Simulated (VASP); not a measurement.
Wanted: the native input for a VASP 6.6.1 run.

* Task: single point
* Functional: PBE
* Dispersion: D3(BJ)
* Potentials or basis: VASP PAW PBE potentials, release 64 (C)
* Cutoff: 520 eV
* k mesh: 21 × 21 × 8
* Occupations: gaussian, width 0.15 eV
* Spin: no spin polarisation
* Dipole correction: no
* Further INCAR settings: ALGO = Normal; EDIFF = 1e-06; NBANDS = 16

The structure of C lies in POSCAR:

```
C
1.0
    2.5926886484      0.0000000000      0.0000000000
   -1.2963443242      2.2453342336      0.0000000000
    0.0000000000      0.0000000000      5.9105523117
C
4
Direct
    0.0000000000      0.0000000000      0.0025000000
    0.0000000000      0.0000000000      0.5025000000
    0.3333333333      0.6666666667      0.0025000000
    0.6666666667      0.3333333333      0.5025000000
```

One way to write it, as run:

INCAR

```
SYSTEM = C
ALGO = Normal ; EDIFF = 1E-6
ENCUT = 520 ; GGA = PE
ISIF = 2 ; ISMEAR = 0
IVDW = 12 ; LASPH = .True.
LCHARG = .True. ; LELF = .True.
LREAL = .False. ; LVHAR = .True.
LWAVE = .False. ; NBANDS = 16
NELM = 80 ; PREC = Accurate
SIGMA = 0.15
```

KPOINTS

```
k-points
0
Gamma
  21 21 8
  0 0 0
```

Potentials or basis: VASP PAW PBE potentials, release 64 (C).

The run is started by

```sh
$ cat potpaw_PBE.64/C/POTCAR > POTCAR
$ mpirun -np 1 vasp_std > vasp.out
```

Results of the run:

```yaml
Pressure: -36.3 GPa
Band_gap_on_the_k_mesh: zero (bands 8 and 9 overlap by 0.12 eV)
Dispersion_energy_per_atom: -0.172 eV
```

Caveat: the stress differs along the axes, from -59 to 9 GPa.

It took 110 s on 1 thread of Intel Xeon 8259CL (shared host), peak memory 0.23 GiB.
